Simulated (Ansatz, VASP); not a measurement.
# Two plane-wave programs on B

```
B
1.0
     1.61731    0.00000    0.00000
    -0.80866    1.40063    0.00000
     0.00000    0.00000    3.54454
B
1
Direct
  0.00000 0.00000 0.00000
```

Change from the starting cell: strain -0.050 along x and y, -0.025 along z, atoms carried along.

Alike in both runs: task single point; functional PBE; dispersion D3(BJ); k mesh 33 × 33 × 14; occupations gaussian, width 0.15 eV; no spin polarisation.

|  | VASP | Ansatz |
| --- | --- | --- |
| version | VASP 6.6.1 | Ansatz 0.2.0 |
| potentials or method | VASP PAW PBE potentials, release 64 (B), cutoff 500 eV | scalar-relativistic, plane waves, PAW |
| valence electrons in the cell | 3 | 3 |

Ansatz gave:

- gap on the k mesh at the Fermi level (eV): none
- pressure (GPa): 36.6
- traceless stress, the component that is largest in VASP (GPa): -39.10

Task: Which values does VASP return?

Result: gap on the k mesh at the Fermi level (eV): none; pressure (GPa): 36.7; traceless stress, the component that is largest in VASP (GPa): -39.24.

A gap of «none» marks a metal or a gap that the smearing closes. Both programs put the cell under a high pressure, so it lies far from rest at this level.
